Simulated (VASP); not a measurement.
Wanted: the native input for a VASP 6.6.1 run.

```yaml
Task: single point
Functional: PBE
Potentials_or_basis: VASP PAW PBE potentials, release 64 (Mg, S)
Cutoff: 520 eV
k_mesh: 8 × 8 × 8
Occupations: fermi-dirac, width 0.02 eV
Spin: no spin polarisation
Dipole_correction: no
Further_INCAR_settings: ALGO = Normal; EDIFF = 1e-06; NBANDS = 11
```

The structure of MgS lies in POSCAR:

```
MgS
1.0
    0.0000000000      2.8308747665      2.8308747665
    2.8308747665      0.0000000000      2.8308747665
    2.8308747665      2.8308747665      0.0000000000
Mg S
1 1
Direct
    0.0000000000      0.0000000000      0.0000000000
    0.7500000000      0.7500000000      0.7500000000
```

One way to write it, as run:

INCAR

```
SYSTEM = MgS
ALGO = Normal
EDIFF = 1E-6
ENCUT = 520
GGA = PE
ISIF = 2
ISMEAR = -1
LASPH = .True.
LCHARG = .True.
LELF = .True.
LREAL = .False.
LVHAR = .True.
LWAVE = .False.
NBANDS = 11
NELM = 60
PREC = Accurate
SIGMA = 0.02
```

KPOINTS

```
k-points
0
Gamma
  8 8 8
  0 0 0
```

Potentials or basis: VASP PAW PBE potentials, release 64 (Mg, S).

Run with:

```bash
$ cat potpaw_PBE.64/Mg/POTCAR potpaw_PBE.64/S/POTCAR > POTCAR
$ mpirun -np 1 vasp_std > vasp.out
```

It gave:

| Quantity | Value |
| --- | --- |
| Pressure | 0.9 GPa |
| Band gap on the k mesh | 3.46 eV |

It took 13 s on 1 thread of Intel(R) Xeon(R) Platinum 8488C (Sapphire Rapids), on a shared host, peak memory 0.17 GiB.
